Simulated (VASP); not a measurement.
# InO3 (ReO3 type) (Pm-3m) in VASP: a series of runs

InO3 (ReO3 type) is run at these levels: PBE; tasks: single point.

Program: VASP 6.6.1. These are calculated values, not measurements. Logs are shortened: lines on timing, memory, paths and dates and some standing lists are left out, and cuts for length are marked.

## Step 1: The cell of the first run

The structure is cubic, space group Pm-3m (No. 221). The conventional cell has a = 4.184 Å, b = 4.184 Å, c = 4.184 Å, α = 90.00°, β = 90.00°, γ = 90.00°. In (site symmetry m-3m) has 6 O at 2.09 Å within 2.8 Å. O (site symmetry 4/mmm) has 2 In at 2.09 Å within 2.8 Å.

## Step 2: Single point, PBE

INCAR reads:

```
  ALGO = Normal
  EDIFF = 1E-6
  ENCUT = 520
  GGA = PE
  ISIF = 2
  ISMEAR = -1
  LASPH = True
  LCHARG = False
  LREAL = False
  LWAVE = False
  NBANDS = 24
  NELM = 60
  PREC = Accurate
  SIGMA = 0.06122561905347299
```

KPOINTS reads:

```
k-points
0
Gamma
  26 26 26
```

POSCAR reads:

```
InO3
1.0
    4.1842631586      0.0000000000      0.0000000000
    0.0000000000      4.1842631586      0.0000000000
    0.0000000000      0.0000000000      4.1842631586
In O
1 3
Direct
    0.0000000000      0.0000000000      0.0000000000
    0.5000000000      0.0000000000      0.0000000000
    0.0000000000      0.5000000000      0.0000000000
    0.0000000000      0.0000000000      0.5000000000
```

Potentials or basis: VASP PAW PBE potentials, release 64 (In_d, O).

On the command line:

```console
$ cat potpaw_PBE.64/In_d/POTCAR potpaw_PBE.64/O/POTCAR > POTCAR
$ mpirun -np 1 vasp_std > vasp.out
```

OUTCAR:

```text
EDIFF = 1E-6
   ENCUT = 520
   GGA = PE
   ISIF = 2
   ISMEAR = -1
   LASPH = True
   LREAL = False
   NELM = 60
   PREC = Accurate

 ion  position               nearest neighbor table
   1  0.000  0.000  0.000-   2 2.09   3 2.09   4 2.09   4 2.09   3 2.09   2 2.09
   2  0.500  0.000  0.000-   1 2.09   1 2.09
   3  0.000  0.500  0.000-   1 2.09   1 2.09
   4  0.000  0.000  0.500-   1 2.09   1 2.09

  LATTYP: Found a simple cubic cell.
 ALAT       =     4.1842631586

  Lattice vectors:

 A1 = (   4.1842631586,   0.0000000000,   0.0000000000)
 A2 = (   0.0000000000,   4.1842631586,   0.0000000000)
 A3 = (   0.0000000000,   0.0000000000,   4.1842631586)

Analysis of symmetry for initial positions (statically):
=====================================================================
 Subroutine PRICEL returns:
 Original cell was already a primitive cell.

 Routine SETGRP: Setting up the symmetry group for a
 simple cubic supercell.

 Subroutine GETGRP returns: Found 48 space group operations
 (whereof 48 operations were pure point group operations)
 out of a pool of 48 trial point group operations.

The static configuration has the point symmetry O_h .

Analysis of symmetry for dynamics (positions and initial velocities):
=====================================================================
 Subroutine PRICEL returns:
 Original cell was already a primitive cell.

 Routine SETGRP: Setting up the symmetry group for a
 simple cubic supercell.

 Subroutine GETGRP returns: Found 48 space group operations
 (whereof 48 operations were pure point group operations)
 out of a pool of 48 trial point group operations.

The dynamic configuration has the point symmetry O_h .

 Subroutine INISYM returns: Found 48 space group operations
 (whereof 48 operations are pure point group operations),
 and found     1 'primitive' translations

----------------------------------------------------------------------------------------

                                     Primitive cell

  volume of cell :      73.2583

  direct lattice vectors                    reciprocal lattice vectors
     4.184263159  0.000000000  0.000000000     0.238990704  0.000000000  0.000000000
[... 86 lines left out ...]
   LSORBIT =      F    spin-orbit coupling
   LASPH  =      T    aspherical Exc in radial PAW
   ENCUT  =  520.0 eV  38.22 Ry    6.18 a.u.   7.78  7.78  7.78*2*pi/ulx,y,z
   NELM   =     60;   NELMIN=  2; NELMDL= -5     # of ELM steps
   EDIFF  = 0.1E-05   stopping-criterion for ELM
   LREAL  =      F    real-space projection
   EDIFFG = 0.1E-04   stopping-criterion for IOM
   NSW    =      0    number of steps for IOM
   IBRION =     -1    ionic relax: 0-MD 1-quasi-New 2-CG
   NFREE  =      0    steps in history (QN), initial steepest desc. (CG)
   ISIF   =      2    stress and relaxation
   ISYM   =      2    0-nonsym 1-usesym 2-fastsym
   POTIM  = 0.5000    time-step for ionic-motion
   TEBEG  =    0.0;   TEEND  =   0.0 temperature during run
   PSTRESS=    0.0 pullay stress
   NELECT =      31.0000    total number of electrons
   NUPDOWN=      -1.0000    fix difference up-down
   EMIN   =  10.00;   EMAX   =-10.00  energy-range for DOS
   EFERMI =   0.00;   METHOD = LEGACY
   ISMEAR =    -1;   SIGMA  =   0.06  broadening in eV -4-tet -1-fermi 0-gaus
   EFERMI_NEDOS =   21; number of points for ismear=-14 and -15
   IALGO  =     38    algorithm
   IMIX   =      4    mixing-type and parameters
     AMIX     =   0.40;   BMIX     =  1.00
     AMIX_MAG =   1.60;   BMIX_MAG =  1.00
  volume/ion in A,a.u.               =      18.31       123.59
  Fermi-wavevector in a.u.,A,eV,Ry     =   1.229069  2.322604 20.553118  1.510612
  Thomas-Fermi vector in A             =   2.363971
   LORBIT       =      0    0 simple, 1 ext, 2 COOP (PROOUT), +10 PAW based schemes
   GGA     = PE    functional components
   LHFCALC =     F    Hartree Fock is set to
   AEXX    =    0.0000 exact exchange contribution
   IVDW    =     0    specifies the selected vdW correction
   LEPSILON=     F    determine dielectric tensor
   LRPA    =     F    only Hartree local field effects (RPA)
 non-spin polarized calculation
  energy-cutoff  :      520.00
  volume of cell :       73.26
 maximum number of plane-waves:      2000
 NGX is ok and might be reduce to    32
   NGX = 15   NGY = 15   NGZ = 15

 number of electron      31.0000007 magnetization

 Free energy of the ion-electron system (eV)
  ---------------------------------------------------
  ext. energy  EPLUGINS =         0.00000000
  ---------------------------------------------------
  free energy    TOTEN  =       -16.21546083 eV

  energy without entropy =      -16.10694342  energy(sigma->0) =      -16.16120212

 E-fermi :  -1.1675     XC(G=0):  -8.2268

 val. band max:       -1.1693537726   @ k =   0.4231   0.4231   0.1923
 cond. band min:      -1.1669070920   @ k =   0.4231   0.3462   0.1923
 fundamental gap:      0.0024466807
 Fermi energy:        -1.1675248599

 k-point     1 :       0.0000    0.0000    0.0000
  band No.  band energies     occupation
      1     -18.0013      2.00000
      2     -17.5855      2.00000
      3     -17.5855      2.00000
      4     -12.6894      2.00000
      5     -12.6894      2.00000
      6     -12.6894      2.00000
[... 637 lines left out ...]
     23      13.4785      0.00000
     24      14.0626      0.00000

 [... further k-points ...]

------------------------ aborting loop because EDIFF is reached ----------------------------------------

  FORCE on cell =-STRESS in cart. coord.  units (eV):
  Direction    XX          YY          ZZ          XY          YZ          ZX
  --------------------------------------------------------------------------------------
  -------------------------------------------------------------------------------------
  Total        0.7177477      0.7177477      0.7177477     -0.0000000     -0.0000000      0.0000000
  in kB       15.6973161     15.6973161     15.6973161     -0.0000000     -0.0000000      0.0000000
  external PRESSURE =      15.6973161 kB  Pullay stress =       0.0000000 kB

 VOLUME and BASIS-vectors are now :
 -----------------------------------------------------------------------------
  energy-cutoff  :      520.00
  volume of cell :       73.26
      direct lattice vectors                 reciprocal lattice vectors
     4.184263159  0.000000000  0.000000000     0.238990704  0.000000000  0.000000000
     0.000000000  4.184263159  0.000000000     0.000000000  0.238990704  0.000000000
     0.000000000  0.000000000  4.184263159     0.000000000  0.000000000  0.238990704

 POSITION                                       TOTAL-FORCE (eV/Angst)
 -----------------------------------------------------------------------------------
      0.00000      0.00000      0.00000         0.000000      0.000000      0.000000
      2.09213      0.00000      0.00000         0.000000      0.000000      0.000000
      0.00000      2.09213      0.00000         0.000000      0.000000      0.000000
      0.00000      0.00000      2.09213         0.000000      0.000000      0.000000
 -----------------------------------------------------------------------------------
    total drift:                                0.000000      0.000000     -0.000000

  FREE ENERGIE OF THE ION-ELECTRON SYSTEM (eV)
  ---------------------------------------------------
  free  energy   TOTEN  =       -16.2154608267 eV

  energy  without entropy=      -16.1069434202  energy(sigma->0) =      -16.16120212
```

OSZICAR:

```text
N       E                     dE             d eps       ncg     rms          rms(c)
DAV:   1     0.306729908921E+03    0.30673E+03   -0.14673E+04 27120   0.142E+03
DAV:   2     0.152074829561E+02   -0.29152E+03   -0.26870E+03 31760   0.411E+02
DAV:   3    -0.165078306497E+02   -0.31715E+02   -0.30641E+02 32568   0.130E+02
DAV:   4    -0.175690754679E+02   -0.10612E+01   -0.10551E+01 31680   0.268E+01
DAV:   5    -0.176153449620E+02   -0.46269E-01   -0.46260E-01 38680   0.534E+00    0.101E+01
DAV:   6    -0.162103860622E+02    0.14050E+01   -0.35810E+00 39912   0.325E+01    0.628E+00
DAV:   7    -0.162170413513E+02   -0.66553E-02   -0.28814E-01 27896   0.500E+00    0.209E+00
DAV:   8    -0.162140639686E+02    0.29774E-02   -0.13324E-02 36072   0.134E+00    0.769E-01
DAV:   9    -0.162151407989E+02   -0.10768E-02   -0.39358E-03 37552   0.861E-01    0.906E-02
DAV:  10    -0.162154543776E+02   -0.31358E-03   -0.57250E-04 39864   0.243E-01    0.699E-02
DAV:  11    -0.162154571438E+02   -0.27662E-05   -0.15039E-05 37704   0.438E-02    0.450E-02
DAV:  12    -0.162154608710E+02   -0.37272E-05   -0.10639E-05 31256   0.560E-02    0.285E-03
DAV:  13    -0.162154608267E+02    0.44295E-07   -0.83748E-07 22984   0.731E-03
   1 F= -.16215461E+02 E0= -.16161202E+02  d E =-.108517E+00
```

Wall time 15 min (1 thread of Oxide Virtual Turin-like, shared host); peak memory 0.79 GiB.

Results:

```
Free energy            : -16.2155 eV
Pressure               : 1.6 GPa
Band gap on the k mesh : zero (an odd number of electrons rules out a gap without spin polarisation)
```

Caveat: spin-orbit coupling is left out, which moves the levels of the heavy elements; an odd number of electrons without spin polarisation forces a metal; a magnetic or distorted state may lie lower.

## Step 3: Single point, PBE

This run uses another cell than the first one, of 19.44 Å³/atom.

INCAR reads:

```
ALGO     = Normal         # electronic algorithm
EDIFF    = 1E-7           # SCF threshold, eV
ENCUT    = 520            # plane-wave cutoff, eV
GGA      = PE             # functional
ISIF     = 2              # what is computed and relaxed
ISMEAR   = -1             # smearing method
LASPH    = True           # aspherical terms in the spheres
LCHARG   = False          # write CHGCAR
LREAL    = False          # projectors in reciprocal space
LWAVE    = False          # write WAVECAR
NBANDS   = 24             # bands
NELM     = 100            # most SCF steps
PREC     = Accurate       # precision mode
SIGMA    = 0.06122561905347299 # smearing width, eV
```

KPOINTS is that of step 2.

POSCAR reads:

```
InO3
1.0
    4.2679705278      0.0000000000      0.0000000000
    0.0000000000      4.2679705278      0.0000000000
    0.0000000000      0.0000000000      4.2679705278
In O
1 3
Direct
    0.0000000000      0.0000000000      0.0000000000
    0.5000000000      0.0000000000      0.0000000000
    0.0000000000      0.5000000000      0.0000000000
    0.0000000000      0.0000000000      0.5000000000
```

Potentials or basis: VASP PAW PBE potentials, release 64 (In_d, O).

On the command line:

```console
$ cat potpaw_PBE.64/In_d/POTCAR potpaw_PBE.64/O/POTCAR > POTCAR
$ mpirun -np 1 vasp_std > vasp.out
```

Run time: 16 min. Hardware: 1 thread of Oxide Virtual Turin-like, shared host; peak memory 0.84 GiB.

Results (log left out):

- Free energy: -16.2085 eV
- Pressure: -2.2 GPa
- Band gap on the k mesh: zero (an odd number of electrons rules out a gap without spin polarisation)

Levels at points of the mesh, in eV from the Fermi level:
```csv
k point,band 13,band 14,band 15,band 16,band 17,band 18,band 19,band 20
"(0.00, 0.00, 0.00)",-0.23,-0.23,-0.21,-0.21,-0.21,3.49,8.56,13.73
"(0.50, 0.00, 0.00)",-0.34,-0.32,-0.32,-0.21,-0.21,6.37,9.14,11.76
"(0.50, 0.50, 0.00)",-0.71,-0.30,-0.30,0.27,0.41,8.33,10.05,10.05
"(0.50, 0.50, 0.50)",0.28,0.28,0.41,0.41,0.41,9.79,9.79,9.79
```

Caveat: spin-orbit coupling is left out, which moves the levels of the heavy elements; an odd number of electrons without spin polarisation forces a metal; a magnetic or distorted state may lie lower.
